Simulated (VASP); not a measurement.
Runs of VASP 6.6.1 on Ga. The structure is that of space group Cmcm (No. 63), or close to it. The cells are those of the table. 

| task | cell | gap on the mesh (eV) | pressure (GPa) | largest force (eV/Å) |
| --- | --- | --- | --- | --- |
| electric field gradients | a = 4.287, b = 4.287, c = 3.149 Å, angles 90.0, 90.0, 140.7°, 2 atoms | none | -2.8 | 0.19 |
| electric field gradients | a = 4.258, b = 4.258, c = 3.127 Å, angles 90.0, 90.0, 140.7°, 2 atoms | none | -1.7 | 0.20 |
| single point | a = 4.301, b = 4.301, c = 3.159 Å, angles 90.0, 90.0, 140.7°, 2 atoms | none | -3.3 | 0.19 |
| electric field gradients | a = 4.401, b = 4.401, c = 3.232 Å, angles 90.0, 90.0, 140.7°, 2 atoms | none | -5.9 | 0.15 |
| electric field gradients | a = 4.273, b = 4.273, c = 3.170 Å, angles 90.0, 90.0, 140.7°, 2 atoms | none | -2.9 | 0.19 |
| electric field gradients | a = 4.302, b = 4.330, c = 3.170 Å, angles 89.3, 90.3, 140.7°, 2 atoms | none | (a) | 0.18 |
| electric field gradients | a = 4.344, b = 4.344, c = 3.191 Å, angles 90.0, 90.0, 140.7°, 2 atoms | none | (c) | 0.17 |
| electric field gradients | a = 4.228, b = 4.228, c = 3.105 Å, angles 90.0, 90.0, 140.7°, 2 atoms | none | -0.5 | 0.21 |
| electric field gradients | a = 4.330, b = 4.330, c = 3.181 Å, angles 90.0, 90.0, 140.7°, 2 atoms | none | -4.2 | 0.18 |
| single point | a = 4.258, b = 4.258, c = 3.127 Å, angles 90.0, 90.0, 140.7°, 2 atoms | none | -1.7 | 0.20 |
| electric field gradients | a = 4.301, b = 4.301, c = 3.159 Å, angles 90.0, 90.0, 140.7°, 2 atoms | none | -3.3 | 0.19 |
| electric field gradients | a = 4.359, b = 4.359, c = 3.170 Å, angles 90.0, 90.0, 140.7°, 2 atoms | none | (b) | 0.17 |

Alike in all rows: level LDA; potentials or basis VASP PAW LDA potentials, release 64 (Ga_d); no spin polarisation; k mesh 12 × 12 × 10; cutoff (eV) 520; smearing fermi-dirac 0.08 eV.

Task: Estimate the missing entries.

Result: (a) -3.7; (b) -4.5; (c) -4.6.

Caveats: the cell stands under tension (at least some runs).

A k mesh can miss the band edges, and the runs leave out spin-orbit coupling on Ga.

A gap of «none» marks levels without a gap at the run's occupations.
